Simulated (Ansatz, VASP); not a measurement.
**One calculation of Rb, two programs**

File INCAR:

```
PREC     = Accurate       # precision mode
ENCUT    = 520            # plane-wave cutoff, eV
EDIFF    = 1E-6           # SCF threshold, eV
ISMEAR   = -1             # smearing method
SIGMA    = 0.1            # smearing width, eV
LREAL    = False          # projectors in reciprocal space
LASPH    = True           # aspherical terms in the spheres
NELM     = 100            # most SCF steps
ALGO     = Normal         # electronic algorithm
ISIF     = 2              # what is computed and relaxed
LWAVE    = False          # write WAVECAR
LCHARG   = False          # write CHGCAR
GGA      = RP             # functional
NBANDS   = 10             # bands
```

File KPOINTS:

```
Automatic mesh
0
Gamma
  8 8 8
```

Contents of POSCAR:

```
Rb
1.0
    4.7160153430      0.0000000000      0.0000000000
    0.0000000000      4.7160153430      0.0000000000
    0.0000000000      0.0000000000      4.7160153430
Rb
1
Direct
    0.0000000000      0.0000000000      0.0000000000
```

Input for Ansatz:

```yaml
crystal:
  lattice:
    - [4.716015343, 0.0, 0.0]
    - [0.0, 4.716015343, 0.0]
    - [0.0, 0.0, 4.716015343]
  atoms:
    - { symbol: Rb, position: [0.0, 0.0, 0.0] }
hamiltonian:
  xc: rpbe
  pseudopotentials:
    kind: paw
    azcp:
      Rb: "pseudopotentials/Rb.paw.azcp"
basis:
  ecutwfc: 420
  fft_grid_basis: typed
kpoints:
  mp_grid: { grid: [8, 8, 8], shift: [0, 0, 0] }
magnetization:
  spin_polarized: false
scf:
  occupations: { method: fermi_dirac, width: 0.1 }
  lower_state_search: "off"
output:
  stress: true
```

Alike in both runs: task single point; functional RPBE; k mesh 8 × 8 × 8; occupations fermi-dirac, width 0.1 eV; no spin polarisation.

|  | VASP | Ansatz |
| --- | --- | --- |
| version | VASP 6.6.1 | Ansatz 0.2.0 |
| potentials or method | VASP PAW PBE potentials, release 64 (Rb_sv), cutoff 520 eV | plane waves (420 eV) with PAW, scalar-relativistic |
| valence electrons in the cell | 9 | 9 |

|  | VASP | Ansatz | Ansatz less VASP |
| --- | --- | --- | --- |
| pressure (GPa) | 0.1 | 0.1 | 0.00 |

VASP's potentials were made for PBE, not for RPBE. With one functional, cell and mesh, what is left measures potentials, basis and numerics.
